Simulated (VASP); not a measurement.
# CO4 in VASP: a series of runs

The runs below take CO4 through single point, with PBE+D3(BJ).

All numbers are computed with VASP 6.6.1; they aren't measurements. Logs are shortened: lines on timing, memory, paths and dates and some standing lists are left out, and cuts for length are marked.

### Step 1. The cell of the first run

The cell holds a disordered packing, 15 atoms: a = 7.198 Å, b = 7.198 Å, c = 7.198 Å, α = 90.00°, β = 90.00°, γ = 90.00°.

### Step 2. Single point, PBE+D3(BJ), collinear spin

File INCAR:

```
SYSTEM = CO4
PREC = Accurate
ENCUT = 1000
EDIFF = 1E-6
ISMEAR = -1
SIGMA = 0.02
LREAL = Auto
LASPH = .True.
NELM = 200
ALGO = Normal
ISIF = 2
LWAVE = .False.
LCHARG = .True.
ISPIN = 2
MAGMOM = 0.56 0.56 0.56 0.56 0.55 0.56 0 0 0 0 0 0 0 0 0
LORBIT = 11
GGA = PE
IVDW = 12
LELF = .True.
LVHAR = .True.
NBANDS = 59
GGA_COMPAT = .False.
```

File KPOINTS:

```
Automatic mesh
0
Gamma
  1 1 1
  0 0 0
```

File POSCAR:

```
CO4
1.0
    7.1977620000      0.0000000000      0.0000000000
    0.0000000000      7.1977620000      0.0000000000
    0.0000000000      0.0000000000      7.1977620000
O C
12 3
Direct
    0.4017915569      0.5369168917      0.4678398647
    0.3299636748      0.6334607896      0.3528596806
   -0.1049353952      0.7862860706      0.5507545262
   -0.1674270419      0.6479930845      0.4676453598
    0.5916978083      0.0740507952      0.3467883489
    0.6739178095      0.1860995126      0.2551070736
    0.8349817624      0.0375116599      0.8767169573
    0.6593021553      0.2712648737      0.7326721834
    0.4148928514      0.6943547175      0.8313278489
    0.2154141801      0.4681316220      0.9522682189
    0.1915317567      0.1235522931      0.5332907645
    0.2539956170      0.0804555638      0.8466937362
    0.7480936436      0.1508246591      0.7974423161
    0.3157926033      0.5793884266      0.8927358254
    0.2214299389      0.1021845401      0.6911314934
```

Potentials or basis: VASP PAW PBE potentials, release 64 (O_h, C_h).

Started as:

```sh
$ cat potpaw_PBE.64/O_h/POTCAR potpaw_PBE.64/C_h/POTCAR > POTCAR
$ mpirun -np 1 vasp_gam > vasp.out
```

OUTCAR:

```text
SYSTEM = CO4
   PREC = Accurate
   ENCUT = 1000
   EDIFF = 1E-6
   ISMEAR = -1
   LREAL = Auto
   LASPH = .True.
   NELM = 200
   ISIF = 2
   ISPIN = 2
   LORBIT = 11
   GGA = PE
   IVDW = 12
 IVDW          = 12

 ion  position               nearest neighbor table
   1  0.402  0.537  0.468-   2 1.20
   2  0.330  0.633  0.353-   1 1.20
   3  0.895  0.786  0.551-   4 1.25
   4  0.833  0.648  0.468-   3 1.25
   5  0.592  0.074  0.347-   6 1.20
   6  0.674  0.186  0.255-   5 1.20
   7  0.835  0.038  0.877-  13 1.18
   8  0.659  0.271  0.733-  13 1.17
   9  0.415  0.694  0.831-  14 1.18
  10  0.215  0.468  0.952-  14 1.16
  11  0.192  0.124  0.533-  15 1.17
  12  0.254  0.080  0.847-  15 1.15
  13  0.748  0.151  0.797-   8 1.17   7 1.18
  14  0.316  0.579  0.893-  10 1.16   9 1.18
  15  0.221  0.102  0.691-  12 1.15  11 1.17

  LATTYP: Found a simple cubic cell.
 ALAT       =     7.1977620000

  Lattice vectors:

 A1 = (   7.1977620000,   0.0000000000,   0.0000000000)
 A2 = (   0.0000000000,   7.1977620000,   0.0000000000)
 A3 = (   0.0000000000,   0.0000000000,   7.1977620000)

Analysis of symmetry for initial positions (statically):
=====================================================================
 Subroutine PRICEL returns:
 Original cell was already a primitive cell.

 Routine SETGRP: Setting up the symmetry group for a
 simple cubic supercell.

 Subroutine GETGRP returns: Found  1 space group operations
 (whereof  1 operations were pure point group operations)
 out of a pool of 48 trial point group operations.

The static configuration has the point symmetry C_1 .

Analysis of symmetry for dynamics (positions and initial velocities):
=====================================================================
 Subroutine PRICEL returns:
 Original cell was already a primitive cell.

 Routine SETGRP: Setting up the symmetry group for a
 simple cubic supercell.

 Subroutine GETGRP returns: Found  1 space group operations
 (whereof  1 operations were pure point group operations)
 out of a pool of 48 trial point group operations.

The dynamic configuration has the point symmetry C_1 .

Analysis of structural, dynamic, and magnetic symmetry:
[... 224 lines left out ...]
     53       3.7331      0.00000
     54       3.9132      0.00000
 Fermi energy:        -2.9208388736

 spin component 2

 k-point     1 :       0.0000    0.0000    0.0000
  band No.  band energies     occupation
      1     -28.7686      1.00000
      2     -28.7152      1.00000
      3     -27.7478      1.00000
      4     -25.9146      1.00000
      5     -25.8740      1.00000
      6     -25.8062      1.00000
[... 46 lines left out ...]
     53       3.8398      0.00000
     54       4.0721      0.00000
 [bands above 54 left out]

------------------------ aborting loop because EDIFF is reached ----------------------------------------

 Edisp (eV)   -0.53438

 E8    (eV) :    -0.1304

  FORCE on cell =-STRESS in cart. coord.  units (eV):
  Direction    XX          YY          ZZ          XY          YZ          ZX
  --------------------------------------------------------------------------------------
  -------------------------------------------------------------------------------------
  Total       0.38537    -0.12778     3.05995    -0.22772    -1.97612    -0.06543
  in kB       1.65574    -0.54900    13.14719    -0.97841    -8.49045    -0.28110
  external pressure =        4.75 kB  Pullay stress =        0.00 kB

 VOLUME and BASIS-vectors are now :
 -----------------------------------------------------------------------------
  energy-cutoff  :     1000.00
  volume of cell :      372.90
      direct lattice vectors                 reciprocal lattice vectors
     7.197762000  0.000000000  0.000000000     0.138932074  0.000000000  0.000000000
     0.000000000  7.197762000  0.000000000     0.000000000  0.138932074  0.000000000
     0.000000000  0.000000000  7.197762000     0.000000000  0.000000000  0.138932074

 POSITION                                       TOTAL-FORCE (eV/Angst)
 -----------------------------------------------------------------------------------
      2.89200      3.86460      3.36740         0.643202     -0.960250      0.991248
      2.37500      4.55950      2.53980        -0.669048      0.920695     -1.101413
      6.44246      5.65950      3.96420        -0.612013     -1.424268     -0.851693
      5.99266      4.66410      3.36600         0.633178      1.368167      0.818343
      4.25890      0.53300      2.49610        -0.719951     -1.026109      0.805373
      4.85070      1.33950      1.83620         0.716996      1.025888     -0.825165
      6.01000      0.27000      6.31040        -0.265541      0.237174     -0.615048
      4.74550      1.95250      5.27360         0.143038     -0.327776     -0.217177
      2.98630      4.99780      5.98370        -0.354978     -0.548901      0.352718
      1.55050      3.36950      6.85420        -0.549709     -0.622458      0.320824
      1.37860      0.88930      3.83850        -0.256401      0.133676     -0.550249
      1.82820      0.57910      6.09430         0.316938     -0.229412      1.410524
      5.38460      1.08560      5.73980         0.021110      0.115256      0.890222
      2.27300      4.17030      6.42570         0.922600      1.292289     -0.594029
      1.59380      0.73550      4.97460         0.030579      0.046029     -0.834478
 -----------------------------------------------------------------------------------
    total drift:                                0.000376      0.004171     -0.000167

  FREE ENERGIE OF THE ION-ELECTRON SYSTEM (eV)
  ---------------------------------------------------
  free  energy   TOTEN  =      -100.3346954041 eV

  energy  without entropy=     -100.3346954040  energy(sigma->0) =     -100.33469540

 total charge

# of ion       s       p       d       tot
------------------------------------------
    1        1.088   2.235   0.000   3.323
    2        1.087   2.236   0.000   3.323
    3        1.092   2.199   0.000   3.291
    4        1.093   2.195   0.000   3.288
    5        1.087   2.235   0.000   3.322
    6        1.087   2.235   0.000   3.322
    7        1.068   2.340   0.000   3.407
    8        1.066   2.345   0.000   3.411
    9        1.066   2.341   0.000   3.407
   10        1.067   2.354   0.000   3.421
   11        1.065   2.353   0.000   3.418
   12        1.067   2.361   0.000   3.428
   13        0.492   1.038   0.000   1.529
   14        0.494   1.046   0.000   1.539
   15        0.497   1.061   0.000   1.558
--------------------------------------------------
tot         14.415  30.573   0.000  44.988

 magnetization (x)

# of ion       s       p       d       tot
------------------------------------------
    1        0.014   0.607   0.000   0.620
    2        0.013   0.602   0.000   0.615
    3        0.013   0.603   0.000   0.617
    4        0.014   0.612   0.000   0.626
    5        0.014   0.605   0.000   0.619
    6        0.013   0.604   0.000   0.618
    7        0.000   0.002   0.000   0.002
    8        0.000   0.001   0.000   0.001
    9        0.000   0.002   0.000   0.002
   10        0.000   0.002   0.000   0.002
   11        0.000   0.001   0.000   0.002
   12        0.000   0.000   0.000   0.000
   13       -0.000   0.000   0.000  -0.000
   14       -0.000  -0.000   0.000  -0.000
   15        0.000   0.000   0.000   0.000
--------------------------------------------------
tot          0.082   3.642   0.000   3.724
```

OSZICAR:

```text
N       E                     dE             d eps       ncg     rms          rms(c)
DAV:   1     0.124891059434E+04    0.12489E+04   -0.60462E+04   236   0.214E+03
DAV:   2     0.156809516405E+03   -0.10921E+04   -0.10357E+04   325   0.375E+02
DAV:   3    -0.923551454503E+02   -0.24916E+03   -0.24492E+03   304   0.189E+02
DAV:   4    -0.103659385087E+03   -0.11304E+02   -0.10314E+02   296   0.409E+01
DAV:   5    -0.104053976927E+03   -0.39459E+00   -0.39366E+00   296   0.705E+00    0.210E+01
DAV:   6    -0.991674874143E+02    0.48865E+01   -0.18477E+01   269   0.200E+01    0.840E+00
DAV:   7    -0.998901566982E+02   -0.72267E+00   -0.24410E+00   258   0.753E+00    0.432E+00
DAV:   8    -0.997967165140E+02    0.93440E-01   -0.69485E-01   296   0.382E+00    0.170E+00
DAV:   9    -0.998006268610E+02   -0.39103E-02   -0.76702E-02   280   0.174E+00    0.624E-01
DAV:  10    -0.997995788253E+02    0.10480E-02   -0.13649E-02   256   0.782E-01    0.257E-01
DAV:  11    -0.998000633753E+02   -0.48455E-03   -0.26334E-03   280   0.408E-01    0.100E-01
DAV:  12    -0.998002511992E+02   -0.18782E-03   -0.58995E-04   256   0.174E-01    0.551E-02
DAV:  13    -0.998003541827E+02   -0.10298E-03   -0.27231E-04   296   0.108E-01    0.393E-02
DAV:  14    -0.998003332776E+02    0.20905E-04   -0.75126E-05   280   0.643E-02    0.182E-02
DAV:  15    -0.998003220178E+02    0.11260E-04   -0.44717E-05   320   0.447E-02    0.129E-02
DAV:  16    -0.998003164655E+02    0.55522E-05   -0.19578E-05   280   0.322E-02    0.750E-03
DAV:  17    -0.998003133671E+02    0.30984E-05   -0.62109E-06   264   0.200E-02    0.347E-03
DAV:  18    -0.998003130323E+02    0.33476E-06   -0.25107E-06   232   0.137E-02
   1 F= -.10033470E+03 E0= -.10033470E+03  d E =-.638176E-11  mag=     6.0000
```

stdout:

```text
POSCAR found type information on POSCAR O C
 POSCAR found :  2 types and      15 ions
 scaLAPACK will be used
 LDA part: xc-table for (Slater+PW92), standard interpolation
 POSCAR, INCAR and KPOINTS ok, starting setup
 FFT: planning ... GRIDC
 FFT: planning ... GRID_SOFT
 FFT: planning ... GRID
 WAVECAR not read
 entering main loop
```

It took 2.8 min on 1 thread of Intel Xeon Platinum 8488C (Sapphire Rapids), shared host; peak memory 1.3 GiB.

What came out:

| Item | Value |
| --- | --- |
| Free energy | -100.3347 eV |
| Pressure | 0.5 GPa |
| Largest force | 1.769 eV/Å |
| Net moment | 6.00 μB per cell |
| Site moments | O +0.62, +0.61, +0.63, +0.00 (each value once); C -0.00, +0.00 (each value once) μB |
| Valence electrons inside the program's atomic spheres | O 3.32, 3.29, 3.41, 3.42, 3.43 (each value once); C 1.53, 1.54, 1.56 |
| Dispersion energy per atom | -0.036 eV |

Forces in eV/Å, atoms in the order of the input:
```
O    0.643 -0.960  0.991
O   -0.669  0.921 -1.101
O   -0.612 -1.424 -0.852
O    0.633  1.368  0.818
O   -0.720 -1.026  0.805
O    0.717  1.026 -0.825
O   -0.266  0.237 -0.615
O    0.143 -0.328 -0.217
O   -0.355 -0.549  0.353
O   -0.550 -0.622  0.321
O   -0.256  0.134 -0.550
O    0.317 -0.229  1.411
C    0.021  0.115  0.890
C    0.923  1.292 -0.594
C    0.031  0.046 -0.834
```

Stress tensor (GPa, compression positive):
```
 0.17 -0.10 -0.03
-0.10 -0.05 -0.85
-0.03 -0.85  1.31
```

Caveat: the k points lie up to 0.87 Å⁻¹ apart, too coarse for converged energies, forces and pressures.

### Step 3. Single point, PBE+D3(BJ), collinear spin

File INCAR:

```
PREC = Accurate ; ENCUT = 1000
EDIFF = 1E-6 ; ISMEAR = -1
SIGMA = 0.02 ; LREAL = Auto
LASPH = T ; NELM = 200
ALGO = Normal ; ISIF = 2
LWAVE = F ; LCHARG = F
ISPIN = 2 ; MAGMOM = 0.56 0.56 0.56 0.56 0.55 0.56 0 0 0 0 0 0 0 0 0
LORBIT = 11 ; GGA = PE
IVDW = 12 ; NBANDS = 59
GGA_COMPAT = F
```

File KPOINTS:

```
regular mesh
0
Gamma
  1 1 1
```

File POSCAR:

```
CO4
1.0
    7.1977620000      0.0000000000      0.0000000000
    0.0000000000      7.1977620000      0.0000000000
    0.0000000000      0.0000000000      7.1977620000
O C
12 3
Direct
    0.3831607658      0.5146182939      0.4501121321
    0.3494697380      0.6257361663      0.3244063919
   -0.1230660308      0.8050557937      0.4778012943
   -0.2092455961      0.6566624459      0.4839004124
    0.6075360647      0.1021567537      0.3369797445
    0.6368785186      0.2280986785      0.2330307671
    0.8275211100      0.0561424509      0.8424285215
    0.6162054261      0.2822544007      0.7490661681
    0.4573088135      0.6578016889      0.8602257202
    0.1726647811      0.5136040897      0.9294416792
    0.1616474676      0.0459170503      0.5296646374
    0.2423253228      0.1091728234      0.8440818132
    0.7266286382      0.1721507324      0.7929825965
    0.3174458950      0.5787632322      0.8965981370
    0.1948939129      0.0787744857      0.6884362111
```

Potentials or basis: VASP PAW PBE potentials, release 64 (O_h, C_h).

Started as:

```sh
$ cat potpaw_PBE.64/O_h/POTCAR potpaw_PBE.64/C_h/POTCAR > POTCAR
$ mpirun -np 1 vasp_gam > vasp.out
```

Wall time 3.3 min (1 thread of Intel Xeon Platinum 8559C (Emerald Rapids), shared host); peak memory 1.3 GiB.

The run converged. Its results:

```yaml
Free_energy: -100.2841 eV
Pressure: -0.6 GPa
Largest_force: 2.080 eV/Å
Net_moment: 6.00 μB per cell
Site_moments: O +0.62, +0.00 (each value once); C -0.00, +0.00 (each value once) μB
Valence_electrons_inside_the_program's_atomic_spheres: O 3.30, 3.33, 3.42, 3.40, 3.39 (each value once); C 1.55, 1.53, 1.50
Dispersion_energy_per_atom: -0.035 eV
```

Forces in eV/Å, atoms in the order of the input:
```
O   -0.252  0.608 -0.666
O    0.194 -0.600  0.673
O   -0.625 -1.090  0.015
O    0.547  0.933 -0.036
O   -0.344 -1.360  1.144
O    0.324  1.370 -1.184
O    0.687 -0.453  0.113
O   -0.056  0.396 -0.283
O   -1.021 -0.821  0.383
O   -0.098 -0.358  0.087
O    0.208  0.551  1.917
O   -0.791 -0.386 -1.885
C   -0.681  0.005  0.179
C    1.078  1.325 -0.455
C    0.829 -0.119 -0.003
```

Stress tensor (GPa, compression positive):
```
-0.22 -0.61 -0.37
-0.61  0.07 -0.56
-0.37 -0.56 -1.77
```

Levels at points of the mesh, in eV from the Fermi level:
Spin up:
| k point | band 42 | band 43 | band 44 | band 45 | band 46 | band 47 | band 48 | band 49 |
| --- | --- | --- | --- | --- | --- | --- | --- | --- |
| (0.00, 0.00, 0.00) | -0.74 | -0.66 | -0.58 | -0.49 | 4.24 | 5.35 | 5.45 | 5.66 |
Spin down:
```tsv
k point	band 35	band 36	band 37	band 38	band 39	band 40	band 41	band 42	band 43	band 44
(0.00, 0.00, 0.00)	-2.96	-2.75	-2.71	-2.65	-2.59	1.38	1.42	1.54	1.65	1.71
```

Caveat: the k points lie up to 0.87 Å⁻¹ apart, too coarse for converged energies, forces and pressures.

### Step 4. Single point, PBE+D3(BJ), collinear spin

File INCAR:

```
ALGO     = Normal         # electronic algorithm
EDIFF    = 1E-6           # SCF threshold, eV
ENCUT    = 1000           # plane-wave cutoff, eV
GGA      = PE             # functional
GGA_COMPAT= False        
ISIF     = 2              # what is computed and relaxed
ISMEAR   = -1             # smearing method
ISPIN    = 2              # spin polarisation
IVDW     = 12             # dispersion correction
LASPH    = True           # aspherical terms in the spheres
LCHARG   = True           # write CHGCAR
LELF     = True           # ELF
LORBIT   = 11             # projections on sites
LREAL    = Auto         
LVHAR    = True         
LWAVE    = False          # write WAVECAR
MAGMOM   = 1 1 1 1 1 1 0 0 0 0 0 0 0 0 0 # initial moments
NBANDS   = 59             # bands
NELM     = 200            # most SCF steps
PREC     = Accurate       # precision mode
SIGMA    = 0.02           # smearing width, eV
```

File KPOINTS:

```
k-points
0
Gamma
  1 1 1
```

File POSCAR:

```
CO4
1.0
    7.1977620000      0.0000000000      0.0000000000
    0.0000000000      7.1977620000      0.0000000000
    0.0000000000      0.0000000000      7.1977620000
O C
12 3
Direct
    0.3137919815      0.5059489325      0.4493341125
    0.3997631486      0.4367051870      0.3212387406
   -0.2009096716      0.6647205062      0.4683678065
   -0.2477297805      0.7194875296      0.6201927766
    0.9203972012      0.2369208651      0.2890898588
    0.7586246947      0.2596918320      0.2543985200
    0.7932604607      0.0691603862      0.8232975750
    0.6224712626      0.3348540838      0.7449398855
    0.3589171190      0.7710174357      0.8104463582
    0.1321799748      0.5855153310      0.9469888001
    0.2897706259     -0.0670625119      0.4805521494
    0.1711643147      0.1462260075      0.6829761807
    0.7109709935      0.2023267788      0.7819236035
    0.2529953060      0.6760295770      0.8872896881
    0.2321554950      0.0374838735      0.5850290688
```

Started as:

```sh
$ cat potpaw_PBE.64/O_h/POTCAR potpaw_PBE.64/C_h/POTCAR > POTCAR
$ mpirun -np 1 vasp_gam > vasp.out
```

It took 5.9 min on 1 thread of AMD EPYC 7R43 (Zen 3), shared host; peak memory 1.2 GiB.

It converged, with:

| Property | Result |
| --- | --- |
| Free energy | -100.2089 eV |
| Pressure | 1.6 GPa |
| Largest force | 3.324 eV/Å |
| Net moment | 6.00 μB per cell |
| Site moments | O +0.63, +0.61, +0.62, +0.00 (each value once); C +0.00 μB |
| Valence electrons inside the program's atomic spheres | O 3.31, 3.32, 3.42, 3.41, 3.44 (each value once); C 1.54, 1.60 (each value once) |
| Dispersion energy per atom | -0.035 eV |

Forces on the atoms (eV/Å):
```
O   -0.070  0.034  0.051
O   -0.009 -0.025 -0.070
O    0.206 -0.231 -0.639
O   -0.165  0.223  0.585
O    1.211 -0.174  0.266
O   -1.141  0.143 -0.282
O    0.229 -0.200  0.021
O    0.366 -0.430 -0.012
O    0.930  0.257  0.307
O    0.148 -0.264  0.489
O    1.188 -2.036 -2.185
O   -1.137  2.201  2.216
C   -0.660  0.609  0.084
C   -1.036 -0.200 -0.455
C   -0.061  0.092 -0.378
```

Stress tensor (GPa, compression positive):
```
 1.23 -0.70 -0.90
-0.70  1.76  1.19
-0.90  1.19  1.92
```

Levels at points of the mesh, in eV from the Fermi level:
Spin up:
| k point | band 43 | band 44 | band 45 | band 46 | band 47 | band 48 |
| --- | --- | --- | --- | --- | --- | --- |
| (0.00, 0.00, 0.00) | -0.64 | -0.53 | -0.50 | 4.18 | 5.42 | 5.60 |
Spin down:
| k point | band 35 | band 36 | band 37 | band 38 | band 39 | band 40 | band 41 | band 42 | band 43 | band 44 |
| --- | --- | --- | --- | --- | --- | --- | --- | --- | --- | --- |
| (0.00, 0.00, 0.00) | -2.96 | -2.93 | -2.89 | -2.77 | -2.67 | 1.49 | 1.51 | 1.65 | 1.68 | 1.79 |

Caveat: the k points lie up to 0.87 Å⁻¹ apart, too coarse for converged energies, forces and pressures; the atoms stand as in a frame of molecular dynamics.

(Part 1 of 2 ends here.)
